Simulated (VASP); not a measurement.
Crystal: ReS.

```xyz
2
Lattice="0.0000 2.4842 2.4842 2.4842 0.0000 2.4842 2.4842 2.4842 0.0000" Properties=species:S:1:pos:R:3 pbc="T T T"
Re    0.0000    0.0000    0.0000
S     2.4842    2.4842    2.4842
```

```yaml
Program: VASP 6.6.1
Task: relaxation of cell and atoms
Functional: r2SCAN
Potentials_or_basis: VASP PAW PBE potentials, release 64 (Re, S)
Cutoff: 600 eV
k_mesh: 14 × 14 × 14
Occupations: gaussian, width 0.1 eV
Spin: no spin polarisation
```

At the start: pressure -6.3 GPa; volume 15.33 Å³/atom.

Q: Where does the relaxation end?

A: Over 3 steps the energy falls by 9.9 meV/atom and the volume is 14.85 Å³/atom (-3.1 %); space group Fm-3m (No. 225, to 0.1 Å) before and after.

The path:
| step | energy change (eV) | largest force (eV/Å) | pressure (GPa) | volume (Å³) |
| --- | --- | --- | --- | --- |
| 1 | 0.0000 | 0.0000 | -6.33 | 30.66 |
| 2 | 0.0471 | 0.0000 | 13.87 | 28.05 |
| 3 | -0.0199 | 0.0000 | -0.10 | 29.70 |

Final structure:
```cif
data_structure
_symmetry_space_group_name_H-M 'P 1'
_symmetry_Int_Tables_number 1
_cell_length_a 3.4762
_cell_length_b 3.4762
_cell_length_c 3.4762
_cell_angle_alpha 60.000
_cell_angle_beta 60.000
_cell_angle_gamma 60.000
_cell_volume 29.70
loop_
_atom_site_label
_atom_site_type_symbol
_atom_site_fract_x
_atom_site_fract_y
_atom_site_fract_z
_atom_site_occupancy
Re1 Re 0.00000 0.00000 0.00000 1
S1 S 0.50000 0.50000 0.50000 1
```

Caveat: the PAW data sets were made with another functional, which shifts forces and pressure a little; an odd number of electrons without spin polarisation forces a metal; a magnetic or distorted state may lie lower.
